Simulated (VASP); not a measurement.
Here is a VASP 6.6.1 calculation.

Contents of INCAR:

```
PREC     = Accurate       # precision mode
ENCUT    = 600            # plane-wave cutoff, eV
EDIFF    = 1E-6           # SCF threshold, eV
ISMEAR   = -1             # smearing method
SIGMA    = 0.08           # smearing width, eV
LREAL    = False          # projectors in reciprocal space
LASPH    = True           # aspherical terms in the spheres
NELM     = 120            # most SCF steps
ALGO     = Normal         # electronic algorithm
ISIF     = 2              # what is computed and relaxed
LWAVE    = False          # write WAVECAR
LCHARG   = True           # write CHGCAR
LELF     = True           # ELF
LVHAR    = True         
NBANDS   = 25             # bands
GGA_COMPAT= False
```

File KPOINTS:

```
regular mesh
0
Gamma
  8 8 11
```

File POSCAR:

```
SiO2
1.0
    3.5179576180      0.0000000000      0.0000000000
    0.0000000000      3.5179576180      0.0000000000
    0.0000000000      0.0000000000      2.3016517546
Si O
2 4
Direct
    0.0000000000      0.0000000000      0.0000000000
    0.5000000000      0.5000000000      0.5000000000
    0.2981098298      0.2981098298      0.0000000000
    0.7018901702      0.7018901702      0.0000000000
    0.7981098298      0.2018901702      0.5000000000
    0.2018901702      0.7981098298      0.5000000000
```

Potentials or basis: VASP PAW LDA potentials, release 64 (Si, O).

Launch:

```console
$ cat potpaw_LDA.64/Si/POTCAR potpaw_LDA.64/O/POTCAR > POTCAR
$ mpirun -np 1 vasp_std > vasp.out
```

(1) Estimate the band gap on the k mesh.

(2) What does it give for the pressure?

(3) What does it give for the largest force?

Results:

(1) 6.81 eV.

(2) 412.3 GPa.

(3) 0.073 eV/Å.

Caveat: the cell stands under pressure; an odd mesh through Γ misses points on the zone boundary, where band edges can lie.
